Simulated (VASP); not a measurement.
## H21C10N3O2: single point with r2SCAN+D3(BJ)

H21C10N3O2:

```
CELL_PARAMETERS angstrom
7.14004 0.00000 0.00000
0.00000 7.14004 0.00000
0.00000 0.00000 7.14004
ATOMIC_POSITIONS crystal
C 0.83735 0.37507 0.90105
C 0.86670 0.21686 0.76895
C 0.19794 0.07623 0.23559
C 0.32804 0.18941 0.10741
C 0.51096 0.54326 0.53596
C 0.42616 0.72652 0.57157
C 0.98290 0.54882 0.34192
C 0.94146 0.70248 0.46809
C 0.37637 0.68689 0.03088
C 0.55673 0.77892 0.07589
O 0.04876 0.16858 0.73628
O 0.49521 0.24508 0.20809
H 0.02725 0.04359 0.67697
H 0.78920 0.08573 0.81198
H 0.79232 0.26559 0.64711
H 0.68830 0.41917 0.89040
H 0.87141 0.33654 0.04389
H 0.92946 0.49210 0.85845
H 0.57085 0.13364 0.22298
H 0.34643 0.13008 0.97185
H 0.25811 0.32242 0.08585
H 0.06971 0.07899 0.17218
H 0.26113 0.94116 0.27903
H 0.17982 0.14744 0.36260
H 0.57242 0.53500 0.39503
H 0.64033 0.51124 0.62969
H 0.39206 0.44871 0.56460
H 0.95202 0.59886 0.20823
H 0.13151 0.51024 0.36744
H 0.89726 0.41605 0.37377
H 0.43201 0.56061 0.94661
H 0.31440 0.63474 0.15376
H 0.25403 0.76368 0.95294
N 0.35849 0.86994 0.61229
N 0.91688 0.82570 0.56897
N 0.69161 0.86361 0.10649
```

```
Program             : VASP 6.6.1
Task                : single point
Functional          : r2SCAN
Dispersion          : D3(BJ)
Potentials or basis : VASP PAW PBE potentials, release 64 (C, O, H, N)
Cutoff              : 520 eV
k mesh              : 1 × 1 × 1
Occupations         : fermi-dirac, width 0.02 eV
Spin                : no spin polarisation
```

- Pressure: -0.2 GPa
- Largest force: 3.135 eV/Å
- Band gap on the k mesh: 4.83 eV
- Dispersion energy per atom: -0.025 eV

Forces on the atoms (eV/Å):
```
C    0.180  0.619  0.383
C   -2.607 -0.918  0.717
C    3.114 -0.303 -0.198
C   -0.571  0.935  2.219
C    0.807  0.387  0.924
C    0.595  0.865  0.530
C    0.001 -1.521  2.527
C    0.051 -0.864 -0.225
C    0.882 -0.535 -2.272
C   -2.051  0.636 -0.512
O    1.156 -1.223 -0.841
O    0.086 -0.353 -0.677
H    1.060  0.733  0.250
H    0.114  0.989  0.079
H   -0.168 -0.123 -1.377
H    0.724 -0.141  0.386
H   -0.121  0.023  0.264
H   -0.297 -0.058  0.127
H    0.120 -0.019 -0.002
H    0.631 -0.615 -0.773
H   -0.228  0.195 -0.314
H   -2.588 -1.015 -1.275
H   -0.688  0.307 -0.576
H    0.033  0.960  1.476
H   -0.747 -0.211  0.025
H   -1.875  0.614 -0.687
H    0.815 -0.544 -0.380
H   -0.081  0.248 -1.883
H   -0.537  0.102 -0.503
H    0.736  1.501 -0.257
H   -1.235  1.061  0.667
H   -0.268 -0.623  1.221
H    2.316 -0.461  0.708
N    0.427 -1.081 -0.374
N   -0.166  0.564  0.437
N    0.381 -0.135  0.182
```

Stress tensor (GPa, compression positive):
```
-1.79  0.32 -0.70
 0.32 -1.63  0.97
-0.70  0.97  2.88
```

Levels at points of the mesh, in eV from the valence-band top:
```
           k point  band 41  band 42  band 43  band 44  band 45  band 46  band 47  band 48
(0.00, 0.00, 0.00)    -1.78    -1.71    -0.45     0.00     4.83     5.13     5.21     5.47
```

Wall time 4.2 min on 1 thread of Intel(R) Xeon(R) Platinum 8259CL CPU @ 2.50GHz (Skylake/Cascade Lake) (shared host), peak memory 0.45 GiB.

Caveat: the k points lie up to 0.88 Å⁻¹ apart; the PAW data sets were made with another functional, which shifts forces and pressure a little.
